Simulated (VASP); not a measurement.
Write the native input for VASP 6.6.1 that does the following.

- Task: single point
- Functional: PBEsol
- Potentials or basis: VASP PAW PBE potentials, release 64 (Ti_sv)
- Cutoff: 520 eV
- k mesh: 20 × 20 × 20
- Occupations: gaussian, width 0.15 eV
- Spin: no spin polarisation
- Dipole correction: no
- Further INCAR settings: ALGO = Normal; EDIFF = 1e-06; NBANDS = 12

The structure of Ti lies in POSCAR:

```
Ti
1.0
   -1.6163850000      1.6410000000      1.6410000000
    1.6163850000     -1.6410000000      1.6410000000
    1.6163850000      1.6410000000     -1.6410000000
Ti
1
Direct
    0.0000000000      0.0000000000      0.0000000000
```

This cell differs from its parent crystal: strain -0.0150 x Voigt [1, 0, 0, 0, 0, 0].

The input as run:

INCAR

```
SYSTEM = Ti
ALGO = Normal ; EDIFF = 1E-6
ENCUT = 520 ; GGA = PS
ISIF = 2 ; ISMEAR = 0
LASPH = .TRUE. ; LCHARG = .FALSE.
LREAL = .FALSE. ; LWAVE = .FALSE.
NBANDS = 12 ; NELM = 60
PREC = Accurate ; SIGMA = 0.15
```

KPOINTS

```
k-points
0
G
  20 20 20
  0 0 0
```

Potentials or basis: VASP PAW PBE potentials, release 64 (Ti_sv).

The run is started by

```bash
$ cat potpaw_PBE.64/Ti_sv/POTCAR > POTCAR
$ mpirun -np 1 vasp_std > vasp.out
```

It gave:

| Quantity | Value |
| --- | --- |
| Pressure | -5.5 GPa |
| Band gap on the k mesh | zero (bands 6 and 7 overlap by 1.63 eV) |

Caveat: the cell differs from its parent crystal (strain -0.0150 x Voigt [1, 0, 0, 0, 0, 0]); the cell stands under tension; the PAW data sets were made with another functional, which shifts forces and pressure a little.

Wall time 33 s on 1 thread of Intel(R) Xeon(R) 6975P-C (Granite Rapids), with other jobs on the host, peak memory 0.24 GiB.
